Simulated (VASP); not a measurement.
**Mg: single point with LDA**

The system is Mg.

```
Mg
1.0
     0.00000    2.19844    2.19844
     2.19844    0.00000    2.19844
     2.19844    2.19844    0.00000
Mg
1
Direct
  0.00000 0.00000 0.00000
```

This isn't the form of Mg at room conditions, which is hcp.

```
Program                : VASP 6.6.1
Task                   : single point
Functional             : LDA
Potentials or basis    : VASP PAW LDA potentials, release 64 (Mg)
Cutoff                 : 520 eV
k mesh                 : 16 × 16 × 16
Occupations            : fermi-dirac, width 0.03 eV
Spin                   : no spin polarisation
Dipole correction      : no
Further INCAR settings : ALGO = Normal; EDIFF = 1e-06; NBANDS = 7
```

```yaml
Pressure: 0.7 GPa
Band_gap_on_the_k_mesh: zero (bands 1 and 2 overlap by 2.81 eV)
```

Levels at points of the mesh, in eV from the Fermi level:
```tsv
k point	band 1	band 2	band 3	band 4
(0.00, 0.00, 0.00)	-7.23	12.80	12.80	12.80
(0.50, 0.00, 0.00)	-1.78	-1.30	11.68	11.68
(0.50, 0.50, 0.00)	-0.22	0.85	6.28	7.31
```

Wall time 8 s on 1 thread of Intel(R) Xeon(R) Platinum 8259CL CPU @ 2.50GHz (Skylake/Cascade Lake), with other jobs on the host, peak memory 0.14 GiB.
